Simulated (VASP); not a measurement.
# InP (P6_3/mmc) in VASP: a series of runs

The runs below take InP through single point, relaxation of cell and atoms, with PBE.

Everything below comes from runs of VASP 6.6.1. Logs are shortened: lines on timing, memory, paths and dates and some standing lists are left out, and cuts for length are marked.

## Step 1: The cell of the first run

The structure is hexagonal, space group P6_3/mmc (No. 194). The conventional cell has a = 3.884 Å, b = 3.884 Å, c = 6.616 Å, α = 90.00°, β = 90.00°, γ = 120.00°. In (site symmetry -3m) has 6 P at 2.79 Å and 2 In at 3.31 Å within 3.7 Å. P (site symmetry -6m2) has 6 In at 2.79 Å within 3.7 Å.

## Step 2: Single point, PBE

Input file INCAR:

```
SYSTEM = InP
PREC = Accurate ; ENCUT = 520
EDIFF = 1E-6 ; ISMEAR = 0
SIGMA = 0.1 ; LREAL = .False.
LASPH = .True. ; NELM = 60
ALGO = Normal ; ISIF = 2
LWAVE = .False. ; LCHARG = .False.
GGA = PE ; NBANDS = 26
```

Input file KPOINTS:

```
Automatic mesh
0
Gamma
  12 12 6
  0 0 0
```

Input file POSCAR:

```
InP
1.0
    3.8835980201      0.0000000000      0.0000000000
   -1.9417990100      3.3632945435      0.0000000000
    0.0000000000      0.0000000000      6.6162485075
In P
2 2
Direct
    0.0000000000      0.0000000000      0.0000000000
    0.0000000000      0.0000000000      0.5000000000
    0.3333333333      0.6666666667      0.2500000000
    0.6666666667      0.3333333333      0.7500000000
```

Potentials or basis: VASP PAW PBE potentials, release 64 (In_d, P).

Command:

```console
$ cat potpaw_PBE.64/In_d/POTCAR potpaw_PBE.64/P/POTCAR > POTCAR
$ mpirun -np 1 vasp_std > vasp.out
```

OUTCAR:

```text
SYSTEM = InP
   PREC = Accurate
   ENCUT = 520
   EDIFF = 1E-6
   ISMEAR = 0
   LREAL = .False.
   LASPH = .True.
   NELM = 60
   ISIF = 2
   GGA = PE

 ion  position               nearest neighbor table
   1  0.000  0.000  0.000-   3 2.79   4 2.79   3 2.79   4 2.79   4 2.79   3 2.79   2 3.31   2 3.31

   2  0.000  0.000  0.500-   3 2.79   4 2.79   3 2.79   4 2.79   4 2.79   3 2.79   1 3.31   1 3.31

   3  0.333  0.667  0.250-   1 2.79   2 2.79   1 2.79   2 2.79   1 2.79   2 2.79
   4  0.667  0.333  0.750-   1 2.79   2 2.79   1 2.79   2 2.79   1 2.79   2 2.79

  LATTYP: Found a hexagonal cell.
 ALAT       =     3.8835980201
 C/A-ratio  =     1.7036388610

  Lattice vectors:

 A1 = (   3.8835980201,   0.0000000000,   0.0000000000)
 A2 = (  -1.9417990100,   3.3632945435,   0.0000000000)
 A3 = (   0.0000000000,   0.0000000000,   6.6162485075)

Analysis of symmetry for initial positions (statically):
=====================================================================
 Subroutine PRICEL returns:
 Original cell was already a primitive cell.

 Routine SETGRP: Setting up the symmetry group for a
 hexagonal supercell.

 Subroutine GETGRP returns: Found 24 space group operations
 (whereof 12 operations were pure point group operations)
 out of a pool of 24 trial point group operations.

The static configuration has the point symmetry D_3d.
 The point group associated with its full space group is D_6h.

Analysis of symmetry for dynamics (positions and initial velocities):
=====================================================================
 Subroutine PRICEL returns:
 Original cell was already a primitive cell.

 Routine SETGRP: Setting up the symmetry group for a
 hexagonal supercell.

 Subroutine GETGRP returns: Found 24 space group operations
 (whereof 12 operations were pure point group operations)
 out of a pool of 24 trial point group operations.

The dynamic configuration has the point symmetry D_3d.
 The point group associated with its full space group is D_6h.

 Subroutine INISYM returns: Found 24 space group operations
 (whereof 12 operations are pure point group operations),
 and found     1 'primitive' translations

----------------------------------------------------------------------------------------

                                     Primitive cell

  volume of cell :      86.4193

  direct lattice vectors                    reciprocal lattice vectors
     3.883598020  0.000000000  0.000000000     0.257493179  0.148663756  0.000000000
    -1.941799010  3.363294543  0.000000000     0.000000000  0.297327512  0.000000000
     0.000000000  0.000000000  6.616248507     0.000000000  0.000000000  0.151143053

  length of vectors
     3.883598020  3.883598020  6.616248507     0.297327512  0.297327512  0.151143053

  position of ions in fractional coordinates (direct lattice)
     0.000000000  0.000000000  0.000000000
     0.000000000  0.000000000  0.500000000
     0.333333333  0.666666667  0.250000000
     0.666666667  0.333333333  0.750000000

  ion indices of the primitive-cell ions
   primitive index   ion index
                 1           1
                 2           2
                 3           3
                 4           4

----------------------------------------------------------------------------------------

 KPOINTS: Automatic mesh

Automatic generation of k-mesh.
 Grid dimensions read from file:
 generate k-points for:   12   12    6

 Generating k-lattice:

  Cartesian coordinates                     Fractional coordinates (reciprocal lattice)
     0.021457765  0.012388646  0.000000000     0.083333333  0.000000000  0.000000000
     0.000000000  0.024777293  0.000000000     0.000000000  0.083333333  0.000000000
     0.000000000  0.000000000  0.025190509     0.000000000  0.000000000  0.166666667

  Length of vectors
     0.024777293  0.024777293  0.025190509

  Shift w.r.t. Gamma in fractional coordinates (k-lattice)
     0.000000000  0.000000000  0.000000000

 Subroutine IBZKPT returns following result:
 ===========================================

 Found     76 irreducible k-points:

 Following reciprocal coordinates:
            Coordinates               Weight
  0.000000  0.000000  0.000000      1.000000
  0.083333 -0.000000  0.000000      6.000000
  0.166667  0.000000  0.000000      6.000000
  0.250000  0.000000  0.000000      6.000000
  0.333333  0.000000  0.000000      6.000000
  0.416667  0.000000  0.000000      6.000000
[... 16 lines left out ...]
  0.250000  0.000000  0.166667     12.000000
  0.333333  0.000000  0.166667     12.000000
 [... further k-points ...]
   k-points           NKPTS =     76   k-points in BZ     NKDIM =     76   number of bands    NBANDS=     26
   number of dos      NEDOS =    301   number of ions     NIONS =      4
   total plane-waves  NPLWV =  45000
   dimension x,y,z NGX =    30 NGY =   30 NGZ =   50
   dimension x,y,z NGXF=    60 NGYF=   60 NGZF=  100
   ions per type =               2   2
   NGX,Y,Z   is equivalent  to a cutoff of  12.84, 12.84, 12.56 a.u.
   NGXF,Y,Z  is equivalent  to a cutoff of  25.68, 25.68, 25.13 a.u.
 SYSTEM =  InP
   PREC   = accura    normal or accurate (medium, high low for compatibility)
   ISTART =      0    job   : 0-new  1-cont  2-samecut
   ICHARG =      2    charge: 1-file 2-atom 10-const
   ISPIN  =      1    spin polarized calculation?
   LNONCOLLINEAR =      F non collinear calculations
   LSORBIT =      F    spin-orbit coupling
   LASPH  =      T    aspherical Exc in radial PAW
   ENCUT  =  520.0 eV  38.22 Ry    6.18 a.u.   7.22  7.22 12.30*2*pi/ulx,y,z
   NELM   =     60;   NELMIN=  2; NELMDL= -5     # of ELM steps
   EDIFF  = 0.1E-05   stopping-criterion for ELM
   LREAL  =      F    real-space projection
   EDIFFG = 0.1E-04   stopping-criterion for IOM
   NSW    =      0    number of steps for IOM
   IBRION =     -1    ionic relax: 0-MD 1-quasi-New 2-CG
   NFREE  =      0    steps in history (QN), initial steepest desc. (CG)
   ISIF   =      2    stress and relaxation
   ISYM   =      2    0-nonsym 1-usesym 2-fastsym
   POTIM  = 0.5000    time-step for ionic-motion
   TEBEG  =    0.0;   TEEND  =   0.0 temperature during run
   PSTRESS=    0.0 pullay stress
   NELECT =      36.0000    total number of electrons
   NUPDOWN=      -1.0000    fix difference up-down
   EMIN   =  10.00;   EMAX   =-10.00  energy-range for DOS
   EFERMI =   0.00;   METHOD = LEGACY
   ISMEAR =     0;   SIGMA  =   0.10  broadening in eV -4-tet -1-fermi 0-gaus
   EFERMI_NEDOS =   21; number of points for ismear=-14 and -15
   IALGO  =     38    algorithm
   IMIX   =      4    mixing-type and parameters
     AMIX     =   0.40;   BMIX     =  1.00
     AMIX_MAG =   1.60;   BMIX_MAG =  1.00
  volume/ion in A,a.u.               =      21.60       145.80
  Fermi-wavevector in a.u.,A,eV,Ry     =   1.222659  2.310490 20.339281  1.494895
  Thomas-Fermi vector in A             =   2.357798
   LORBIT       =      0    0 simple, 1 ext, 2 COOP (PROOUT), +10 PAW based schemes
   GGA     = PE    functional components
   LHFCALC =     F    Hartree Fock is set to
   AEXX    =    0.0000 exact exchange contribution
   IVDW    =     0    specifies the selected vdW correction
   LEPSILON=     F    determine dielectric tensor
   LRPA    =     F    only Hartree local field effects (RPA)
 non-spin polarized calculation
 Gauss-broadening in eV      SIGMA  =   0.10
  energy-cutoff  :      520.00
  volume of cell :       86.42
 maximum number of plane-waves:      2351
 NGX is ok and might be reduce to    30

 number of electron      36.0000028 magnetization

 Free energy of the ion-electron system (eV)
  ---------------------------------------------------
  ext. energy  EPLUGINS =         0.00000000
  ---------------------------------------------------
  free energy    TOTEN  =       -15.60287604 eV

  energy without entropy =      -15.59808370  energy(sigma->0) =      -15.60047987

 E-fermi :   6.8913     XC(G=0): -10.2916

 val. band max:        6.8861256039   @ k =   0.0000   0.0000   0.0000
 cond. band min:       6.8951733974   @ k =   0.0833   0.0833   0.1667
 fundamental gap:      0.0090477934
 Fermi energy:         6.8913401555

 k-point     1 :       0.0000    0.0000    0.0000
  band No.  band energies     occupation
      1      -7.5747      2.00000
      2      -7.4777      2.00000
      3      -7.4777      2.00000
      4      -7.3874      2.00000
      5      -7.3874      2.00000
      6      -7.3788      2.00000
[... 18 lines left out ...]
     25      13.0506      0.00000
     26      13.1643      0.00000

 k-point     2 :       0.0833   -0.0000    0.0000
  band No.  band energies     occupation
      1      -7.5721      2.00000
      2      -7.4955      2.00000
      3      -7.4764      2.00000
      4      -7.3902      2.00000
      5      -7.3817      2.00000
      6      -7.3813      2.00000
[... 18 lines left out ...]
     25      13.4469      0.00000
     26      13.8282      0.00000

 k-point     3 :       0.1667    0.0000    0.0000
  band No.  band energies     occupation
      1      -7.5654      2.00000
      2      -7.5428      2.00000
      3      -7.4744      2.00000
      4      -7.3989      2.00000
      5      -7.3875      2.00000
      6      -7.3664      2.00000
[... 18 lines left out ...]
     25      13.0610      0.00000
     26      13.4055      0.00000

 k-point     4 :       0.2500    0.0000    0.0000
  band No.  band energies     occupation
      1      -7.6058      2.00000
      2      -7.5555      2.00000
      3      -7.4750      2.00000
      4      -7.4123      2.00000
      5      -7.3956      2.00000
      6      -7.3469      2.00000
[... 18 lines left out ...]
     25      13.2974      0.00000
     26      13.7312      0.00000
[... 496 lines left out ...]
      1      -7.5436      2.00000
      2      -7.5308      2.00000
      3      -7.4650      2.00000
      4      -7.4054      2.00000
      5      -7.3837      2.00000
      6      -7.3708      2.00000
[... 18 lines left out ...]
     25      12.7142      0.00000
     26      13.5185      0.00000

 k-point    23 :       0.2500    0.0000    0.1667
  band No.  band energies     occupation
      1      -7.5918      2.00000
      2      -7.5327      2.00000
      3      -7.4648      2.00000
      4      -7.4215      2.00000
      5      -7.3916      2.00000
      6      -7.3524      2.00000
[... 18 lines left out ...]
     25      13.6104      0.00000
     26      13.6589      0.00000

 k-point    24 :       0.3333    0.0000    0.1667
  band No.  band energies     occupation
      1      -7.6480      2.00000
      2      -7.5241      2.00000
      3      -7.4671      2.00000
      4      -7.4388      2.00000
      5      -7.3990      2.00000
      6      -7.3380      2.00000
[... 18 lines left out ...]
     25      14.2365      0.00000
     26      14.6822      0.00000

 [... further k-points ...]
[... 5 lines left out ...]
  --------------------------------------------------------------------------------------
  -------------------------------------------------------------------------------------
  Total       -0.0265530     -0.0265530     -0.0370998     -0.0000000      0.0000000     -0.0000000
  in kB       -0.4922809     -0.4922809     -0.6878144     -0.0000000      0.0000000     -0.0000000
  external PRESSURE =      -0.5574587 kB  Pullay stress =       0.0000000 kB

 VOLUME and BASIS-vectors are now :
 -----------------------------------------------------------------------------
  energy-cutoff  :      520.00
  volume of cell :       86.42
      direct lattice vectors                 reciprocal lattice vectors
     3.883598020  0.000000000  0.000000000     0.257493179  0.148663756  0.000000000
    -1.941799010  3.363294543  0.000000000     0.000000000  0.297327512  0.000000000
     0.000000000  0.000000000  6.616248507     0.000000000  0.000000000  0.151143053

 POSITION                                       TOTAL-FORCE (eV/Angst)
 -----------------------------------------------------------------------------------
      0.00000      0.00000      0.00000        -0.000000      0.000000     -0.000000
      0.00000      0.00000      3.30812        -0.000000      0.000000     -0.000000
     -0.00000      2.24220      1.65406         0.000000     -0.000000      0.000000
      1.94180      1.12110      4.96219        -0.000000      0.000000      0.000000
 -----------------------------------------------------------------------------------
    total drift:                                0.000000      0.000000      0.000000

  FREE ENERGIE OF THE ION-ELECTRON SYSTEM (eV)
  ---------------------------------------------------
  free  energy   TOTEN  =       -15.6028760374 eV

  energy  without entropy=      -15.5980836987  energy(sigma->0) =      -15.60047987
```

Run time: 3.4 min. Hardware: 1 thread of Intel Xeon Platinum 8259CL at 2.50GHz (Skylake/Cascade Lake), shared host; peak memory 0.29 GiB.

What came out:

```yaml
Free_energy: -15.6029 eV
Pressure: -0.1 GPa
Band_gap_on_the_k_mesh: zero (bands 18 and 19 overlap by 2.74 eV)
```

Levels at points of the mesh, in eV from the Fermi level:
| k point | band 15 | band 16 | band 17 | band 18 | band 19 | band 20 | band 21 | band 22 |
| --- | --- | --- | --- | --- | --- | --- | --- | --- |
| (0.00, 0.00, 0.00) | -0.35 | -0.35 | -0.01 | 0.25 | 0.25 | 2.44 | 4.83 | 4.83 |
| (0.50, 0.00, 0.00) | -3.63 | -3.51 | -2.17 | 0.11 | 1.27 | 2.05 | 2.49 | 3.42 |
| (0.00, 0.00, 0.50) | -0.02 | -0.02 | -0.02 | -0.02 | 2.34 | 2.34 | 4.87 | 4.87 |
| (0.50, 0.00, 0.50) | -1.67 | -1.67 | -1.32 | -1.32 | 0.16 | 0.16 | 3.71 | 3.71 |

Caveat: spin-orbit coupling is left out, which moves the levels of the heavy elements.

## Step 3: Single point, PBE

This run uses another cell than the first one, of 22.05 Å³/atom.

Input file INCAR:

```
PREC = Accurate
ENCUT = 520
EDIFF = 1E-6
ISMEAR = 0
SIGMA = 0.1
LREAL = F
LASPH = T
NELM = 80
ALGO = Normal
ISIF = 2
LWAVE = F
LCHARG = F
GGA = PE
NBANDS = 26
```

Input file KPOINTS:

```
Automatic mesh
0
Gamma
  12 12 6
```

Input file POSCAR:

```
InP
1.0
    3.9868930880      0.0000000000      0.0000000000
   -1.9934465440      3.4527506964      0.0000000000
    0.0000000000      0.0000000000      6.4074199124
In P
2 2
Direct
    0.0000000000      0.0000000000      0.0000000000
    0.3333333333      0.6666666667      0.5000000000
    0.6666666667      0.3333333333      0.2500000000
    0.6666666667      0.3333333333      0.7500000000
```

Potentials or basis: VASP PAW PBE potentials, release 64 (In_d, P).

Command:

```console
$ cat potpaw_PBE.64/In_d/POTCAR potpaw_PBE.64/P/POTCAR > POTCAR
$ mpirun -np 1 vasp_std > vasp.out
```

It took 3 min on 1 thread of Intel Xeon Platinum 8259CL at 2.50GHz (Skylake/Cascade Lake), shared host; peak memory 0.29 GiB.

The run converged. Its results:

* Free energy: -15.4299 eV
* Pressure: 0.0 GPa
* Band gap on the k mesh: zero (bands 18 and 19 overlap by 1.64 eV)

Levels at points of the mesh, in eV from the Fermi level:
| k point | band 15 | band 16 | band 17 | band 18 | band 19 | band 20 | band 21 | band 22 |
| --- | --- | --- | --- | --- | --- | --- | --- | --- |
| (0.00, 0.00, 0.00) | -1.09 | -0.74 | 0.24 | 0.24 | 0.47 | 2.95 | 2.95 | 3.26 |
| (0.50, 0.00, 0.00) | -3.67 | -3.21 | -2.67 | -0.22 | 1.30 | 1.65 | 2.86 | 2.97 |
| (0.00, 0.00, 0.50) | -0.57 | -0.57 | -0.57 | -0.57 | 1.02 | 1.02 | 4.46 | 4.46 |
| (0.50, 0.00, 0.50) | -2.11 | -2.11 | -1.78 | -1.78 | 0.07 | 0.07 | 3.24 | 3.24 |

Caveat: spin-orbit coupling is left out, which moves the levels of the heavy elements.

## Step 4: Single point, PBE

This run uses another cell than the first one: it holds 8 atoms, not 4.

Input file INCAR:

```
PREC = Accurate ; ENCUT = 520
EDIFF = 1E-6 ; ISMEAR = 0
SIGMA = 0.1 ; LREAL = F
LASPH = T ; NELM = 80
ALGO = Normal ; ISIF = 2
LWAVE = F ; LCHARG = F
GGA = PE ; NBANDS = 46
```

Input file KPOINTS:

```
Automatic mesh
0
Gamma
  12 12 3
```

Input file POSCAR:

```
InP
1.0
    3.9371260315      0.0000000000      0.0000000000
   -1.9685630157      3.4096511612      0.0000000000
    0.0000000000      0.0000000000     12.9058134895
In P
4 4
Direct
    0.0000000000      0.0000000000      0.0000000000
    0.3333333333      0.6666666667      0.2500000000
    0.0000000000      0.0000000000      0.5000000000
    0.6666666667      0.3333333333      0.7500000000
    0.6666666667      0.3333333333      0.1234028418
    0.6666666667      0.3333333333      0.3765971582
    0.3333333333      0.6666666667      0.6234028418
    0.3333333333      0.6666666667      0.8765971582
```

Command:

```console
$ cat potpaw_PBE.64/In_d/POTCAR potpaw_PBE.64/P/POTCAR > POTCAR
$ mpirun -np 1 vasp_std > vasp.out
```

Wall time 8 min (1 thread of Intel Xeon Platinum 8259CL at 2.50GHz (Skylake/Cascade Lake), shared host); peak memory 0.41 GiB.

It converged, with:

```
Free energy            : -31.1142 eV
Pressure               : 0.0 GPa
Largest force          : 0.003 eV/Å
Band gap on the k mesh : zero (bands 36 and 37 overlap by 0.94 eV)
```

Forces in eV/Å, atoms in the order of the input:
```
In   0.000  0.000  0.000
In   0.000  0.000  0.000
In   0.000  0.000  0.000
In   0.000  0.000  0.000
P    0.000  0.000  0.003
P    0.000  0.000 -0.003
P    0.000  0.000  0.003
P    0.000  0.000 -0.003
```

Levels at points of the mesh, in eV from the Fermi level:
| k point | band 33 | band 34 | band 35 | band 36 | band 37 | band 38 | band 39 | band 40 |
| --- | --- | --- | --- | --- | --- | --- | --- | --- |
| (0.00, 0.00, 0.00) | -0.13 | -0.11 | -0.11 | 0.18 | 0.18 | 1.42 | 2.57 | 3.05 |
| (0.50, 0.00, 0.00) | -1.60 | -1.53 | -1.42 | -0.03 | -0.03 | 0.17 | 0.73 | 1.91 |

Caveat: spin-orbit coupling is left out, which moves the levels of the heavy elements.

[end of part 1 of 2]
